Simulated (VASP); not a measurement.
## MgO (rocksalt type): single point with PBE

MgO (rocksalt type):

```
CELL_PARAMETERS angstrom
0.00000 2.12694 2.12694
2.12694 0.00000 2.12694
2.12694 2.12694 0.00000
ATOMIC_POSITIONS crystal
Mg 0.00000 0.00000 0.00000
O 0.50000 0.50000 0.50000
```

| Property | Result |
| --- | --- |
| Program | VASP 6.6.1 |
| Task | single point |
| Functional | PBE |
| Potentials or basis | VASP PAW PBE potentials, release 64 (Mg, O) |
| Cutoff | 520 eV |
| k mesh | 16 × 16 × 16 |
| Occupations | fermi-dirac, width 0.1 eV |
| Spin | no spin polarisation |

```yaml
Pressure: -0.7 GPa
Band_gap_on_the_k_mesh: 4.44 eV, direct
```

Levels at points of the mesh, in eV from the valence-band top:
| k point | band 1 | band 2 | band 3 | band 4 | band 5 | band 6 | band 7 | band 8 |
| --- | --- | --- | --- | --- | --- | --- | --- | --- |
| (0.00, 0.00, 0.00) | -17.11 | 0.00 | 0.00 | 0.00 | 4.44 | 15.63 | 15.63 | 15.63 |
| (0.50, 0.00, 0.00) | -15.90 | -4.49 | -0.62 | -0.62 | 7.71 | 12.27 | 16.01 | 16.01 |
| (0.50, 0.50, 0.00) | -15.66 | -3.96 | -1.31 | -1.31 | 9.08 | 9.65 | 12.79 | 18.52 |

Run time: 46 s on 1 thread of AMD EPYC 7R13, on a shared host, peak memory 0.13 GiB.

A k mesh can miss the band edges.
